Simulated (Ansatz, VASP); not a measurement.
**Two plane-wave programs on NaI**

```xyz
2
Lattice="0.0000 3.2296 3.2296 3.2296 0.0000 3.2296 3.2296 3.2296 0.0000" Properties=species:S:1:pos:R:3 pbc="T T T"
Na    0.0000    0.0000    0.0000
I     3.2296    3.2296    3.2296
```

Alike in both runs: task single point; functional PBE-based screened hybrid; k mesh 4 × 4 × 4; no spin polarisation.

```csv
,VASP,Ansatz
version,VASP 6.6.1,Ansatz 0.2.0
potentials or method,"VASP PAW PBE potentials, release 64 (Na_pv, I)",plane waves
plane-wave cutoff (eV),520,420
occupations,"gaussian, width 0.01 eV",fixed
valence electrons in the cell,14,26
```

|  | VASP | Ansatz | Ansatz less VASP |
| --- | --- | --- | --- |
| gap on the k mesh at the Fermi level (eV) | 5.69 | 5.79 | +0.099 |
| pressure (GPa) | -0.2 | -0.2 | +0.02 |

VASP's potentials were made for PBE, not for PBE-based screened hybrid. VASP's potentials hold 14 valence electrons a cell and Ansatz's 26, so a difference there can come from the potentials and not from the codes. Ansatz's warnings: stress exchange threshold loose, stress scf threshold loose.

The k mesh is coarse, so the values compare programs but aren't converged. Spin-orbit coupling is off throughout.
